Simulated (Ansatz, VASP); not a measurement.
**Two plane-wave programs on MoS2**

The input INCAR:

```
ALGO = Normal
EDIFF = 1E-6
ENCUT = 520
ISIF = 2
ISMEAR = 0
LASPH = T
LCHARG = T
LELF = T
LREAL = F
LVHAR = T
LWAVE = F
NBANDS = 35
NELM = 80
PREC = Accurate
SIGMA = 0.1
```

The input KPOINTS:

```
k-points
0
Gamma
  6 6 2
```

Contents of POSCAR:

```
MoS2
1.0
    3.1922379100      0.0000000000      0.0000000000
   -1.5961189600      2.7645591300      0.0000000000
    0.0000000000      0.0000000000     13.3782940000
Mo S
2 4
Direct
    0.6666666700      0.3333333300      0.2500000000
    0.3333333300      0.6666666700      0.7500000000
    0.6666666700      0.3333333300      0.6330820000
    0.3333333300      0.6666666700      0.3669180000
    0.6666666700      0.3333333300      0.8669180000
    0.3333333300      0.6666666700      0.1330820000
```

Input for Ansatz:

```yaml
crystal:
  lattice:
    - [3.19223791, 0.0, 0.0]
    - [-1.59611896, 2.76455913, 0.0]
    - [0.0, 0.0, 13.378294]
  atoms:
    - { symbol: Mo, position: [0.66666667, 0.33333333, 0.25] }
    - { symbol: Mo, position: [0.33333333, 0.66666667, 0.75] }
    - { symbol: S, position: [0.66666667, 0.33333333, 0.633082] }
    - { symbol: S, position: [0.33333333, 0.66666667, 0.366918] }
    - { symbol: S, position: [0.66666667, 0.33333333, 0.866918] }
    - { symbol: S, position: [0.33333333, 0.66666667, 0.133082] }
basis:
  ecutwfc: 420
kpoints:
  mp_grid: { grid: [6, 6, 2] }
hamiltonian:
  xc: lda
  pseudopotentials: { kind: paw, azcp: { folder: soft_1 } }
scf:
  occupations: { method: gaussian, width: 0.1 }
output:
  forces: true
  stress: true
  eigenvalues: true
```

Alike in both runs: task single point; functional LDA; k mesh 6 × 6 × 2; occupations gaussian, width 0.1 eV; no spin polarisation.

|  | VASP | Ansatz |
| --- | --- | --- |
| version | VASP 6.6.1 | Ansatz 0.2.0 |
| potentials or method | VASP PAW LDA potentials, release 64 (Mo_sv, S), cutoff 520 eV | scalar-relativistic, plane waves, PAW |
| valence electrons in the cell | 52 | 52 |

Ansatz gave:

| Property | Result |
| --- | --- |
| gap on the k mesh at the Fermi level (eV) | 1.18 |
| least direct gap on the mesh (eV) | 1.62 |
| pressure (GPa) | -7.2 |
| traceless stress, the component that is largest in VASP (GPa) | 0.67 |
| rms of the force components (eV/Å) | 0.276 |

Problem. What did VASP give for the same quantities?

Solution. gap on the k mesh at the Fermi level (eV): 1.19; least direct gap on the mesh (eV): 1.62; pressure (GPa): -7.1; traceless stress, the component that is largest in VASP (GPa): 0.65; rms of the force components (eV/Å): 0.268.

Ansatz warns that its potentials were made for another functional, while VASP's fit it. LDA's correlation is that of Perdew and Zunger in VASP and of Perdew and Wang (1992) in Ansatz. Atom by atom the forces differ by 0.008 eV/Å (rms over components).
